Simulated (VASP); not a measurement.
# CsBr (Pm-3m) in VASP: single point with LDA

Aim: the single point of CsBr with LDA.

Everything below comes from runs of VASP 6.6.1. Logs are shortened: lines on timing, memory, paths and dates and some standing lists are left out, and cuts for length are marked.

**1. The cell of the first run**

Symmetry: Pm-3m, No. 221, cubic system. The conventional cell has a = 4.286 Å, b = 4.286 Å, c = 4.286 Å, α = 90.00°, β = 90.00°, γ = 90.00°. Cs (site symmetry m-3m) has 8 Br at 3.71 Å and 6 Cs at 4.29 Å within 4.9 Å. Within 4.9 Å of Br (site symmetry m-3m) lie 8 Cs at 3.71 Å and 6 Br at 4.29 Å.

**2. Single point, LDA**

Contents of INCAR:

```
PREC = Accurate
ENCUT = 500
EDIFF = 1E-6
ISMEAR = 0
SIGMA = 0.05
LREAL = F
LASPH = T
NELM = 120
ALGO = Normal
ISIF = 2
LWAVE = F
LCHARG = T
GGA = CA
LELF = T
LVHAR = T
NBANDS = 15
GGA_COMPAT = F
```

Contents of KPOINTS:

```
regular mesh
0
Gamma
  10 10 10
```

Contents of POSCAR:

```
CsBr
1.0
    4.2860000000      0.0000000000      0.0000000000
    0.0000000000      4.2860000000      0.0000000000
    0.0000000000      0.0000000000      4.2860000000
Cs Br
1 1
Direct
    0.0000000000      0.0000000000      0.0000000000
    0.5000000000      0.5000000000      0.5000000000
```

Potentials or basis: VASP PAW LDA potentials, release 64 (Cs_sv, Br).

Started as:

```console
$ cat potpaw_LDA.64/Cs_sv/POTCAR potpaw_LDA.64/Br/POTCAR > POTCAR
$ mpirun -np 1 vasp_std > vasp.out
```

OUTCAR:

```text
PREC = Accurate
   ENCUT = 500
   EDIFF = 1E-6
   ISMEAR = 0
   LREAL = F
   LASPH = T
   NELM = 120
   ISIF = 2
   GGA = CA

 ion  position               nearest neighbor table
   1  0.000  0.000  0.000-
   2  0.500  0.500  0.500-

  LATTYP: Found a simple cubic cell.
 ALAT       =     4.2860000000

  Lattice vectors:

 A1 = (   4.2860000000,   0.0000000000,   0.0000000000)
 A2 = (   0.0000000000,   4.2860000000,   0.0000000000)
 A3 = (   0.0000000000,   0.0000000000,   4.2860000000)

Analysis of symmetry for initial positions (statically):
=====================================================================
 Subroutine PRICEL returns:
 Original cell was already a primitive cell.

 Routine SETGRP: Setting up the symmetry group for a
 simple cubic supercell.

 Subroutine GETGRP returns: Found 48 space group operations
 (whereof 48 operations were pure point group operations)
 out of a pool of 48 trial point group operations.

The static configuration has the point symmetry O_h .

Analysis of symmetry for dynamics (positions and initial velocities):
=====================================================================
 Subroutine PRICEL returns:
 Original cell was already a primitive cell.

 Routine SETGRP: Setting up the symmetry group for a
 simple cubic supercell.

 Subroutine GETGRP returns: Found 48 space group operations
 (whereof 48 operations were pure point group operations)
 out of a pool of 48 trial point group operations.

The dynamic configuration has the point symmetry O_h .

 Subroutine INISYM returns: Found 48 space group operations
 (whereof 48 operations are pure point group operations),
 and found     1 'primitive' translations

----------------------------------------------------------------------------------------

                                     Primitive cell

  volume of cell :      78.7329

  direct lattice vectors                    reciprocal lattice vectors
     4.286000000  0.000000000  0.000000000     0.233317779  0.000000000  0.000000000
     0.000000000  4.286000000  0.000000000     0.000000000  0.233317779  0.000000000
     0.000000000  0.000000000  4.286000000     0.000000000  0.000000000  0.233317779

  length of vectors
     4.286000000  4.286000000  4.286000000     0.233317779  0.233317779  0.233317779

  position of ions in fractional coordinates (direct lattice)
     0.000000000  0.000000000  0.000000000
     0.500000000  0.500000000  0.500000000

[... 81 lines left out ...]
   NFREE  =      0    steps in history (QN), initial steepest desc. (CG)
   ISIF   =      2    stress and relaxation
   ISYM   =      2    0-nonsym 1-usesym 2-fastsym
   POTIM  = 0.5000    time-step for ionic-motion
   TEBEG  =    0.0;   TEEND  =   0.0 temperature during run
   PSTRESS=    0.0 pullay stress
   NELECT =      16.0000    total number of electrons
   NUPDOWN=      -1.0000    fix difference up-down
   EMIN   =  10.00;   EMAX   =-10.00  energy-range for DOS
   EFERMI =   0.00;   METHOD = LEGACY
   ISMEAR =     0;   SIGMA  =   0.05  broadening in eV -4-tet -1-fermi 0-gaus
   EFERMI_NEDOS =   21; number of points for ismear=-14 and -15
   IALGO  =     38    algorithm
   IMIX   =      4    mixing-type and parameters
     AMIX     =   0.40;   BMIX     =  1.00
     AMIX_MAG =   1.60;   BMIX_MAG =  1.00
  volume/ion in A,a.u.               =      39.37       265.66
  Fermi-wavevector in a.u.,A,eV,Ry     =   0.962489  1.818841 12.604247  0.926386
  Thomas-Fermi vector in A             =   2.091953
   LORBIT       =      0    0 simple, 1 ext, 2 COOP (PROOUT), +10 PAW based schemes
   GGA     = CA    functional components
   LHFCALC =     F    Hartree Fock is set to
   AEXX    =    0.0000 exact exchange contribution
   IVDW    =     0    specifies the selected vdW correction
   LEPSILON=     F    determine dielectric tensor
   LRPA    =     F    only Hartree local field effects (RPA)
 non-spin polarized calculation
 Gauss-broadening in eV      SIGMA  =   0.05
  energy-cutoff  :      500.00
  volume of cell :       78.73
 maximum number of plane-waves:      2016
 NGX is ok and might be reduce to    32
   NGX = 15   NGY = 15   NGZ = 15

 number of electron      15.9999998 magnetization

 Free energy of the ion-electron system (eV)
  ---------------------------------------------------
  ext. energy  EPLUGINS =         0.00000000
  ---------------------------------------------------
  free energy    TOTEN  =        -6.75249384 eV

  energy without entropy =       -6.75249384  energy(sigma->0) =       -6.75249384

 E-fermi :  -0.1822     XC(G=0):  -8.4147

 val. band max:       -0.4089016805   @ k =   0.0000   0.0000   0.0000
 cond. band min:       3.7338809470   @ k =   0.0000   0.0000   0.0000
 fundamental gap:      4.1427826275
 Fermi energy:        -0.1821511850

 k-point     1 :       0.0000    0.0000    0.0000
  band No.  band energies     occupation
      1     -20.1269      2.00000
      2     -12.8029      2.00000
      3      -6.7151      2.00000
      4      -6.7151      2.00000
      5      -6.7151      2.00000
      6      -0.4089      2.00000
      7      -0.4089      2.00000
      8      -0.4089      2.00000
      9       3.7339      0.00000
     10       4.2609      0.00000
     11       4.2609      0.00000
     12       8.6302      0.00000
     13       8.6302      0.00000
     14       8.6302      0.00000
[... 401 lines left out ...]
      2     -12.8003      2.00000
      3      -7.0218      2.00000
      4      -6.7012      2.00000
      5      -6.6903      2.00000
      6      -1.3388      2.00000
      7      -0.6578      2.00000
      8      -0.5737      2.00000
      9       5.1144      0.00000
     10       5.5492      0.00000
     11       6.1391      0.00000
     12       7.7994      0.00000
     13       7.9365      0.00000
     14       8.6360      0.00000
     15       9.6226      0.00000

 [... further k-points ...]
[... 5 lines left out ...]
  --------------------------------------------------------------------------------------
  -------------------------------------------------------------------------------------
  Total       -0.7955770     -0.7955770     -0.7955770      0.0000000      0.0000000      0.0000000
  in kB      -16.1896071    -16.1896071    -16.1896071      0.0000000      0.0000000      0.0000000
  external PRESSURE =     -16.1896071 kB  Pullay stress =       0.0000000 kB

 VOLUME and BASIS-vectors are now :
 -----------------------------------------------------------------------------
  energy-cutoff  :      500.00
  volume of cell :       78.73
      direct lattice vectors                 reciprocal lattice vectors
     4.286000000  0.000000000  0.000000000     0.233317779  0.000000000  0.000000000
     0.000000000  4.286000000  0.000000000     0.000000000  0.233317779  0.000000000
     0.000000000  0.000000000  4.286000000     0.000000000  0.000000000  0.233317779

 POSITION                                       TOTAL-FORCE (eV/Angst)
 -----------------------------------------------------------------------------------
      0.00000      0.00000      0.00000         0.000000      0.000000      0.000000
      2.14300      2.14300      2.14300         0.000000      0.000000      0.000000
 -----------------------------------------------------------------------------------
    total drift:                                0.000000      0.000000     -0.000000

  FREE ENERGIE OF THE ION-ELECTRON SYSTEM (eV)
  ---------------------------------------------------
  free  energy   TOTEN  =        -6.7524938354 eV

  energy  without entropy=       -6.7524938354  energy(sigma->0) =       -6.75249384
```

Wall time 27 s (1 thread of Intel Xeon Platinum 8488C (Sapphire Rapids), shared host); peak memory 0.19 GiB.

Results:

```
Free energy            : -6.7525 eV
Pressure               : -1.6 GPa
Band gap on the k mesh : 4.14 eV, direct
```

Levels at points of the mesh, in eV from the valence-band top:
| k point | band 5 | band 6 | band 7 | band 8 | band 9 | band 10 | band 11 | band 12 |
| --- | --- | --- | --- | --- | --- | --- | --- | --- |
| (0.00, 0.00, 0.00) | -6.31 | 0.00 | 0.00 | 0.00 | 4.14 | 4.67 | 4.67 | 9.04 |
| (0.50, 0.00, 0.00) | -6.19 | -1.40 | -0.23 | -0.23 | 5.70 | 7.06 | 7.47 | 8.09 |
| (0.50, 0.50, 0.00) | -6.12 | -0.59 | -0.59 | 0.00 | 4.99 | 5.26 | 7.07 | 7.07 |
| (0.50, 0.50, 0.50) | -6.73 | -1.23 | -1.23 | -1.23 | 8.18 | 8.18 | 8.18 | 8.91 |

Caveat: spin-orbit coupling is left out, which moves the levels of the heavy elements.
